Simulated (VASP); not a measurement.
Set up this calculation in VASP 6.6.1, as the native input.

```yaml
Task: single point
Functional: HSE06
Potentials_or_basis: VASP PAW PBE potentials, release 64 (Pt)
Cutoff: 520 eV
k_mesh: 6 × 6 × 6
Occupations: fermi-dirac, width 0.1 eV
Spin: no spin polarisation
Dipole_correction: no
Grid_for_exact_exchange_PRECFOCK: Normal
Further_INCAR_settings: ALGO = Normal; EDIFF = 1e-06; NBANDS = 11
Screening_parameter: 0.2079 1/Å
```

The system is Pt.

```
Pt
1.0
     0.00000    1.95135    1.95135
     1.95135    0.00000    1.95135
     1.95135    1.95135    0.00000
Pt
1
Cartesian
  0.0000 0.0000 0.0000
```

These files were run (other wordings do the same):

POSCAR

```
Pt
1.0
    0.0000000000      1.9513494314      1.9513494314
    1.9513494314      0.0000000000      1.9513494314
    1.9513494314      1.9513494314      0.0000000000
Pt
1
Direct
    0.0000000000      0.0000000000      0.0000000000
```

INCAR.step1

```
PREC = Accurate
ENCUT = 520
EDIFF = 1E-5
ISMEAR = -1
SIGMA = 0.1
LREAL = F
LASPH = T
NELM = 100
ALGO = Normal
ISIF = 2
LWAVE = T
NBANDS = 11
GGA = PE
```

INCAR.step2

```
PREC = Accurate
ENCUT = 520
EDIFF = 1E-6
ISMEAR = -1
SIGMA = 0.1
LREAL = F
LASPH = T
NELM = 100
ALGO = Normal
ISIF = 2
LWAVE = F
LCHARG = T
GGA = PE
LHFCALC = T
HFSCREEN = 0.2079
PRECFOCK = Normal
LELF = T
LVHAR = T
NBANDS = 11
ISTART = 1
```

KPOINTS

```
Automatic mesh
0
Gamma
  6 6 6
```

Potentials or basis: VASP PAW PBE potentials, release 64 (Pt).

Run with:

```sh
$ cat potpaw_PBE.64/Pt/POTCAR > POTCAR
$ cp INCAR.step1 INCAR
$ mpirun -np 1 vasp_std > vasp.out
$ cp INCAR.step2 INCAR
$ mpirun -np 1 vasp_std > vasp.out
```

It gave:

The pressure is 2.6 GPa and the band gap on the k mesh is zero (band 5 reaches 11.59 eV, above the bottom of band 6 at 8.54 eV).

Caveat: the k points lie up to 0.46 Å⁻¹ apart; the PAW data sets were made with another functional, which shifts forces and pressure a little; spin-orbit coupling is left out, which moves the levels of the heavy elements.

It took 2.7 min on 1 thread of Intel(R) Xeon(R) 6975P-C (Granite Rapids), on a shared host, peak memory 0.24 GiB.
